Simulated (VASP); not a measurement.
# Li2CaSc2 (P4/mmm) in VASP: further runs, part 2 of 2

VASP 6.6.1.

### Step 5. Relaxation of cell and atoms, PBE

This run uses another cell than the first one, of 25.26 Å³/atom, 1.273 times its volume.

INCAR reads:

```
ALGO     = Fast           # electronic algorithm
EDIFF    = 1E-6           # SCF threshold, eV
EDIFFG   = -0.04          # ionic threshold
ENCUT    = 600            # plane-wave cutoff, eV
GGA      = PE             # functional
IBRION   = 2              # ionic algorithm
ISIF     = 3              # what is computed and relaxed
ISMEAR   = 0              # smearing method
LASPH    = True           # aspherical terms in the spheres
LCHARG   = False          # write CHGCAR
LREAL    = False          # projectors in reciprocal space
LWAVE    = False          # write WAVECAR
NELM     = 100            # most SCF steps
NSW      = 90             # ionic steps
PREC     = Accurate       # precision mode
SIGMA    = 0.1            # smearing width, eV
```

KPOINTS reads:

```
k-points
0
Gamma
  6 6 2
```

POSCAR reads:

```
Li2CaSc2
1.0
    3.3755407442      0.0000000000      0.0000000000
    0.0000000000      3.3755407442      0.0000000000
    0.0000000000      0.0000000000     11.0829299793
Li Ca Sc
2 1 2
Direct
    0.5000000000      0.5000000000      0.0000000000
    0.0000000000      0.0000000000      0.0000000000
    0.5000000000      0.5000000000      0.5000000000
    0.0000000000      0.0000000000      0.2508889677
    0.0000000000      0.0000000000      0.7491110323
```

Potentials or basis: VASP PAW PBE potentials, release 64 (Li_sv, Ca_sv, Sc_sv).

The run is started by

```console
> cat potpaw_PBE.64/Li_sv/POTCAR potpaw_PBE.64/Ca_sv/POTCAR potpaw_PBE.64/Sc_sv/POTCAR > POTCAR
> mpirun -np 1 vasp_std > vasp.out
```

OUTCAR:

```text
EDIFF = 1E-6
   EDIFFG = -0.04
   ENCUT = 600
   GGA = PE
   IBRION = 2
   ISIF = 3
   ISMEAR = 0
   LASPH = True
   LREAL = False
   NELM = 100
   NSW = 90
   PREC = Accurate

 ion  position               nearest neighbor table
   1  0.500  0.500  0.000-   2 2.39   2 2.39   2 2.39   2 2.39
   2  0.000  0.000  0.000-   1 2.39   1 2.39   1 2.39   1 2.39   5 2.78   4 2.78
   3  0.500  0.500  0.500-
   4  0.000  0.000  0.251-   2 2.78
   5  0.000  0.000  0.749-   2 2.78

  LATTYP: Found a simple tetragonal cell.
 ALAT       =     3.3755407442
 C/A-ratio  =     3.2833050522

  Lattice vectors:

 A1 = (   3.3755407442,   0.0000000000,   0.0000000000)
 A2 = (   0.0000000000,   3.3755407442,   0.0000000000)
 A3 = (   0.0000000000,   0.0000000000,  11.0829299793)

Analysis of symmetry for initial positions (statically):
=====================================================================
 Subroutine PRICEL returns:
 Original cell was already a primitive cell.

 Routine SETGRP: Setting up the symmetry group for a
 simple tetragonal supercell.

 Subroutine GETGRP returns: Found 16 space group operations
 (whereof 16 operations were pure point group operations)
 out of a pool of 16 trial point group operations.

The static configuration has the point symmetry D_4h.

Analysis of symmetry for dynamics (positions and initial velocities):
=====================================================================
 Subroutine PRICEL returns:
 Original cell was already a primitive cell.

 Routine SETGRP: Setting up the symmetry group for a
 simple tetragonal supercell.

 Subroutine GETGRP returns: Found 16 space group operations
 (whereof 16 operations were pure point group operations)
 out of a pool of 16 trial point group operations.

The dynamic configuration has the point symmetry D_4h.

 Subroutine INISYM returns: Found 16 space group operations
 (whereof 16 operations are pure point group operations),
 and found     1 'primitive' translations

----------------------------------------------------------------------------------------

                                     Primitive cell

  volume of cell :     126.2820

  direct lattice vectors                    reciprocal lattice vectors
     3.375540744  0.000000000  0.000000000     0.296248831  0.000000000  0.000000000
     0.000000000  3.375540744  0.000000000     0.000000000  0.296248831  0.000000000
     0.000000000  0.000000000 11.082929979     0.000000000  0.000000000  0.090228848

  length of vectors
     3.375540744  3.375540744 11.082929979     0.296248831  0.296248831  0.090228848

  position of ions in fractional coordinates (direct lattice)
     0.500000000  0.500000000  0.000000000
     0.000000000  0.000000000  0.000000000
     0.500000000  0.500000000  0.500000000
     0.000000000  0.000000000  0.250888968
     0.000000000  0.000000000  0.749111032

  ion indices of the primitive-cell ions
[... 69 lines left out ...]
   LSORBIT =      F    spin-orbit coupling
   LASPH  =      T    aspherical Exc in radial PAW
   ENCUT  =  600.0 eV  44.10 Ry    6.64 a.u.   6.74  6.74 22.14*2*pi/ulx,y,z
   NELM   =    100;   NELMIN=  2; NELMDL= -5     # of ELM steps
   EDIFF  = 0.1E-05   stopping-criterion for ELM
   LREAL  =      F    real-space projection
   EDIFFG = -.4E-01   stopping-criterion for IOM
   NSW    =     90    number of steps for IOM
   IBRION =      2    ionic relax: 0-MD 1-quasi-New 2-CG
   NFREE  =      1    steps in history (QN), initial steepest desc. (CG)
   ISIF   =      3    stress and relaxation
   ISYM   =      2    0-nonsym 1-usesym 2-fastsym
   POTIM  = 0.5000    time-step for ionic-motion
   TEBEG  =    0.0;   TEEND  =   0.0 temperature during run
   PSTRESS=    0.0 pullay stress
   NELECT =      38.0000    total number of electrons
   NUPDOWN=      -1.0000    fix difference up-down
   EMIN   =  10.00;   EMAX   =-10.00  energy-range for DOS
   EFERMI =   0.00;   METHOD = LEGACY
   ISMEAR =     0;   SIGMA  =   0.10  broadening in eV -4-tet -1-fermi 0-gaus
   EFERMI_NEDOS =   21; number of points for ismear=-14 and -15
   IALGO  =     68    algorithm
   IMIX   =      4    mixing-type and parameters
     AMIX     =   0.40;   BMIX     =  1.00
     AMIX_MAG =   1.60;   BMIX_MAG =  1.00
  volume/ion in A,a.u.               =      25.26       170.44
  Fermi-wavevector in a.u.,A,eV,Ry     =   1.097039  2.073104 16.374552  1.203496
  Thomas-Fermi vector in A             =   2.233392
   LORBIT       =      0    0 simple, 1 ext, 2 COOP (PROOUT), +10 PAW based schemes
   GGA     = PE    functional components
   LHFCALC =     F    Hartree Fock is set to
   AEXX    =    0.0000 exact exchange contribution
   IVDW    =     0    specifies the selected vdW correction
   LEPSILON=     F    determine dielectric tensor
   LRPA    =     F    only Hartree local field effects (RPA)
 conjugate gradient relaxation of ions
 non-spin polarized calculation
 RMM-DIIS sequential band-by-band and
 Gauss-broadening in eV      SIGMA  =   0.10
  energy-cutoff  :      600.00
  volume of cell :      126.28
 maximum number of plane-waves:      4260
 NGX is ok and might be reduce to    28
   NGX = 13   NGY = 13   NGZ = 45

--------------------------------------- Ionic step        1  -------------------------------------------

 number of electron      37.9999991 magnetization

 Free energy of the ion-electron system (eV)
  ---------------------------------------------------
  ext. energy  EPLUGINS =         0.00000000
  ---------------------------------------------------
  free energy    TOTEN  =       -16.28655513 eV

  energy without entropy =      -16.22956960  energy(sigma->0) =      -16.25806237

------------------------ aborting loop EDIFF was not reached (unconverged)  ----------------------------

  FORCE on cell =-STRESS in cart. coord.  units (eV):
  Direction    XX          YY          ZZ          XY          YZ          ZX
  --------------------------------------------------------------------------------------
  -------------------------------------------------------------------------------------
  Total       -0.4587028     -0.4587028      0.9057617      0.0000000      0.0000000     -0.0000000
  in kB       -5.8197006     -5.8197006     11.4916721      0.0000000      0.0000000     -0.0000000
  external PRESSURE =      -0.0492430 kB  Pullay stress =       0.0000000 kB
[... 26 lines left out ...]
--------------------------------------- Ionic step        2  -------------------------------------------

 number of electron      37.9999996 magnetization

------------------------ aborting loop because EDIFF is reached ----------------------------------------

  FORCE on cell =-STRESS in cart. coord.  units (eV):
  Direction    XX          YY          ZZ          XY          YZ          ZX
  --------------------------------------------------------------------------------------
  -------------------------------------------------------------------------------------
  Total       -0.1197800     -0.1197800      0.2505927      0.0000000     -0.0000000     -0.0000000
  in kB       -1.5199431     -1.5199431      3.1798863      0.0000000     -0.0000000     -0.0000000
  external PRESSURE =       0.0466667 kB  Pullay stress =       0.0000000 kB
[... 26 lines left out ...]
--------------------------------------- Ionic step        3  -------------------------------------------

 number of electron      37.9999998 magnetization

 Free energy of the ion-electron system (eV)
  ---------------------------------------------------
  ext. energy  EPLUGINS =         0.00000000
  ---------------------------------------------------
  free energy    TOTEN  =       -16.29398212 eV

  energy without entropy =      -16.24204244  energy(sigma->0) =      -16.26801228

 E-fermi :   2.3075     XC(G=0):  -8.5530

 val. band max:        2.3062656702   @ k =   0.5000   0.0000   0.0000
 cond. band min:       2.3150764061   @ k =   0.3333   0.3333   0.0000
 fundamental gap:      0.0088107359
 Fermi energy:         2.3075256137

 k-point     1 :       0.0000    0.0000    0.0000
  band No.  band energies     occupation
      1     -47.9438      2.00000
      2     -47.9438      2.00000
      3     -44.1355      2.00000
      4     -43.7476      2.00000
      5     -38.8070      2.00000
      6     -26.5258      2.00000
[... 509 lines left out ...]
     22       2.9682      0.00000
     23       2.9683      0.00000

------------------------ aborting loop because EDIFF is reached ----------------------------------------

  FORCE on cell =-STRESS in cart. coord.  units (eV):
  Direction    XX          YY          ZZ          XY          YZ          ZX
  --------------------------------------------------------------------------------------
  -------------------------------------------------------------------------------------
  Total       -0.0679781     -0.0679781      0.0837615      0.0000000     -0.0000000      0.0000000
  in kB       -0.8626855     -0.8626855      1.0629859      0.0000000     -0.0000000      0.0000000
  external PRESSURE =      -0.2207950 kB  Pullay stress =       0.0000000 kB
[... 20 lines left out ...]
  FREE ENERGIE OF THE ION-ELECTRON SYSTEM (eV)
  ---------------------------------------------------
  free  energy   TOTEN  =       -16.2939821208 eV

  energy  without entropy=      -16.2420424395  energy(sigma->0) =      -16.26801228

 reached required accuracy - stopping structural energy minimisation
```

Wall time 16 min (1 thread of Intel Xeon 6975P-C (Granite Rapids), shared host); peak memory 0.31 GiB.

What came out:

```yaml
Free_energy: -16.2940 eV
Relaxed_volume: 25.25 Å³/atom
Relaxed_cell: a = 3.355 Å, b = 3.355 Å, c = 11.216 Å, α = 90.00°, β = 90.00°, γ = 90.00°
Space_group_after_relaxing_to_0.05_Å: P4/mmm (No. 123)
Energy_gained_by_relaxing: 1.5 meV/atom
Ionic_steps: 3
Pressure_after_relaxing: 0.0 GPa
Band_gap_on_the_k_mesh: zero (band 19 reaches 2.42 eV, above the bottom of band 20 at 2.17 eV)
```

The path:
```csv
step,energy change (eV),largest force (eV/Å),pressure (GPa),volume (Å³)
1,0.0000,0.0505,0.00,126.28
2,-0.0065,0.0121,0.00,126.26
3,-0.0074,0.0019,-0.02,126.25
```

Final structure:
```
Li Ca Sc
1.0
     3.35505    0.00000    0.00000
     0.00000    3.35505    0.00000
     0.00000    0.00000   11.21575
Li Ca Sc
2 1 2
Direct
  0.50000 0.50000 0.00000
  0.00000 0.00000 0.00000
  0.50000 0.50000 0.50000
  0.00000 0.00000 0.25119
  0.00000 0.00000 0.74881
```

Levels at points of the mesh, in eV from the Fermi level:
```csv
k point,band 16,band 17,band 18,band 19,band 20,band 21,band 22,band 23
"(0.00, 0.00, 0.00)",-3.50,-2.77,-0.93,-0.43,-0.06,0.03,0.59,1.73
"(0.50, 0.00, 0.00)",-1.23,-1.21,-1.14,-0.18,-0.04,0.00,0.40,0.66
"(0.50, 0.50, 0.00)",-0.66,-0.51,-0.35,-0.35,0.12,0.12,1.14,1.14
"(0.00, 0.00, 0.50)",-3.91,-2.06,-1.62,-0.26,-0.05,0.02,0.60,1.73
"(0.50, 0.00, 0.50)",-1.23,-1.20,-1.17,-0.14,-0.05,-0.04,0.39,0.74
"(0.50, 0.50, 0.50)",-0.66,-0.51,-0.41,-0.41,0.44,0.45,0.66,0.66
```

Caveat: the cutoff is under 1.25 times the usual one of these potentials, so pressure, stress and relaxed cells hold a basis-set (Pulay) error.

### Step 6. Single point, PBE, collinear spin, ferromagnetic start

This run uses another cell than the first one, of 25.32 Å³/atom, 1.276 times its volume.

INCAR reads:

```
PREC = Accurate
ENCUT = 520
EDIFF = 1E-7
ISMEAR = 0
SIGMA = 0.1
LREAL = F
LASPH = T
NELM = 150
ALGO = Normal
ISIF = 2
LWAVE = F
LCHARG = F
ISPIN = 2
MAGMOM = 0 0 0 1 1
LORBIT = 11
LMAXMIX = 4
GGA = PE
NBANDS = 31
```

KPOINTS reads:

```
Automatic mesh
0
Gamma
  6 6 2
```

POSCAR reads:

```
Li2CaSc2
1.0
    3.3602215810      0.0000000000      0.0000000000
    0.0000000000      3.3602215810      0.0000000000
    0.0000000000      0.0000000000     11.2132197003
Li Ca Sc
2 1 2
Direct
    0.5000000000      0.5000000000      0.0000000000
    0.0000000000      0.0000000000      0.0000000000
    0.5000000000      0.5000000000      0.5000000000
    0.0000000000      0.0000000000      0.2522009710
    0.0000000000      0.0000000000      0.7477990290
```

Potentials or basis: VASP PAW PBE potentials, release 64 (Li_sv, Ca_sv, Sc_sv).

The run is started by

```console
> cat potpaw_PBE.64/Li_sv/POTCAR potpaw_PBE.64/Ca_sv/POTCAR potpaw_PBE.64/Sc_sv/POTCAR > POTCAR
> mpirun -np 1 vasp_std > vasp.out
```

OUTCAR:

```text
PREC = Accurate
   ENCUT = 520
   EDIFF = 1E-7
   ISMEAR = 0
   LREAL = F
   LASPH = T
   NELM = 150
   ISIF = 2
   ISPIN = 2
   LORBIT = 11
   GGA = PE

 ion  position               nearest neighbor table
   1  0.500  0.500  0.000-   2 2.38   2 2.38   2 2.38   2 2.38
   2  0.000  0.000  0.000-   1 2.38   1 2.38   1 2.38   1 2.38   5 2.83   4 2.83
   3  0.500  0.500  0.500-
   4  0.000  0.000  0.252-   2 2.83
   5  0.000  0.000  0.748-   2 2.83

  LATTYP: Found a simple tetragonal cell.
 ALAT       =     3.3602215810
 C/A-ratio  =     3.3370477006

  Lattice vectors:

[... 1583 lines left out ...]
     0.000000000  0.000000000 11.213219700     0.000000000  0.000000000  0.089180452

 POSITION                                       TOTAL-FORCE (eV/Angst)
 -----------------------------------------------------------------------------------
      1.68011      1.68011      0.00000         0.000000      0.000000      0.000000
      0.00000      0.00000      0.00000         0.000000      0.000000      0.000000
      1.68011      1.68011      5.60661         0.000000      0.000000      0.000000
      0.00000      0.00000      2.82798        -0.000000      0.000000      0.014110
      0.00000      0.00000      8.38523         0.000000      0.000000     -0.014110
 -----------------------------------------------------------------------------------
    total drift:                               -0.000000      0.000000      0.000000

  FREE ENERGIE OF THE ION-ELECTRON SYSTEM (eV)
  ---------------------------------------------------
  free  energy   TOTEN  =       -16.3054856839 eV

  energy  without entropy=      -16.2614641252  energy(sigma->0) =      -16.28347490

 total charge

# of ion       s       p       d       tot
------------------------------------------
    1        2.040   0.063   0.000   2.103
    2        2.051   0.071   0.000   2.122
    3        2.084   5.841   0.233   8.158
    4        2.252   6.058   0.922   9.233
    5        2.252   6.058   0.922   9.233
--------------------------------------------------
tot         10.680  18.091   2.078  30.849

 magnetization (x)

# of ion       s       p       d       tot
------------------------------------------
    1       -0.001   0.005   0.000   0.004
    2        0.004   0.003   0.000   0.007
    3       -0.001   0.011   0.049   0.059
    4        0.008   0.025   0.319   0.352
    5        0.008   0.025   0.319   0.352
--------------------------------------------------
tot          0.018   0.070   0.687   0.775
```

It took 5.5 min on 1 thread of Intel Xeon 6975P-C (Granite Rapids), shared host; peak memory 0.35 GiB.

What came out:

- Free energy: -16.3055 eV
- Largest force: 0.014 eV/Å
- Net moment: 1.52 μB per cell
- Site moments: Li +0.00, +0.01; Ca +0.06; Sc +0.35 μB
- Valence electrons inside the program's atomic spheres: Li 2.10, 2.12; Ca 8.16; Sc 9.23

Forces on the atoms (eV/Å):
```
Li   0.000  0.000  0.000
Li   0.000  0.000  0.000
Ca   0.000  0.000  0.000
Sc   0.000  0.000  0.014
Sc   0.000  0.000 -0.014
```

Levels at points of the mesh, in eV from the Fermi level:
Spin up:
```tsv
k point	band 16	band 17	band 18	band 19	band 20	band 21	band 22	band 23	band 24	band 25
(0.00, 0.00, 0.00)	-3.65	-2.85	-1.03	-0.57	-0.24	-0.16	0.49	1.72	1.80	1.80
(0.50, 0.00, 0.00)	-1.38	-1.33	-1.27	-0.29	-0.16	-0.15	0.28	0.54	1.28	1.63
(0.50, 0.50, 0.00)	-0.70	-0.56	-0.42	-0.42	-0.01	-0.01	1.00	1.00	1.08	1.86
(0.00, 0.00, 0.50)	-4.04	-2.15	-1.75	-0.39	-0.24	-0.17	0.50	1.72	1.75	1.75
(0.50, 0.00, 0.50)	-1.40	-1.31	-1.28	-0.25	-0.21	-0.16	0.27	0.64	1.22	1.63
(0.50, 0.50, 0.50)	-0.70	-0.57	-0.49	-0.49	0.32	0.32	0.54	0.54	1.12	1.83
```
Spin down:
| k point | band 16 | band 17 | band 18 | band 19 | band 20 | band 21 |
| --- | --- | --- | --- | --- | --- | --- |
| (0.00, 0.00, 0.00) | -3.28 | -2.67 | -0.75 | -0.26 | 0.28 | 0.38 |
| (0.50, 0.00, 0.00) | -1.11 | -0.96 | -0.95 | 0.00 | 0.08 | 0.24 |
| (0.50, 0.50, 0.00) | -0.47 | -0.39 | -0.24 | -0.24 | 0.34 | 0.34 |
| (0.00, 0.00, 0.50) | -3.75 | -1.92 | -1.44 | -0.09 | 0.28 | 0.37 |
| (0.50, 0.00, 0.50) | -1.10 | -1.00 | -0.95 | 0.01 | 0.12 | 0.22 |
| (0.50, 0.50, 0.50) | -0.47 | -0.40 | -0.28 | -0.28 | 0.67 | 0.67 |

Caveat: the cutoff is under 1.25 times the usual one of these potentials, so pressure, stress and relaxed cells hold a basis-set (Pulay) error.

### Step 7. Overview

```tsv
task	spin	cell	k mesh	cutoff (eV)	gap on the mesh (eV)	pressure (GPa)	relaxed volume (Å³/atom)	largest force (eV/Å)
single point	off	a = 3.815, b = 3.815, c = 6.819 Å, 5 atoms	4 × 4 × 4	520	none	-	-	0.94
single point	off	a = 3.360, b = 3.360, c = 11.213 Å, 5 atoms	6 × 6 × 2	520	none	-	-	0.04
relaxation of cell and atoms	off	relaxed from a = 3.815, b = 3.815, c = 6.819 Å, 5 atoms	4 × 4 × 4	600	none	0.0	24.51	0.01
relaxation of cell and atoms	off	relaxed from a = 3.376, b = 3.376, c = 11.083 Å, 5 atoms	6 × 6 × 2	600	none	0.0	25.25	-
single point	collinear, ferromagnetic start	a = 3.360, b = 3.360, c = 11.213 Å, 5 atoms	6 × 6 × 2	520	none	-	-	0.01
```

Alike in all rows: level PBE; potentials or basis VASP PAW PBE potentials, release 64 (Li_sv, Ca_sv, Sc_sv); smearing gaussian 0.1 eV.

Caveats: some runs use coarse meshes; the cutoff is under 1.25 times the usual one of these potentials, so pressure, stress and relaxed cells hold a basis-set (Pulay) error; the volume moved by over 15 % at a fixed basis, so the end points are rough (some runs).

Total energies depend on the potentials used, so only differences within one code and one set of settings carry meaning.
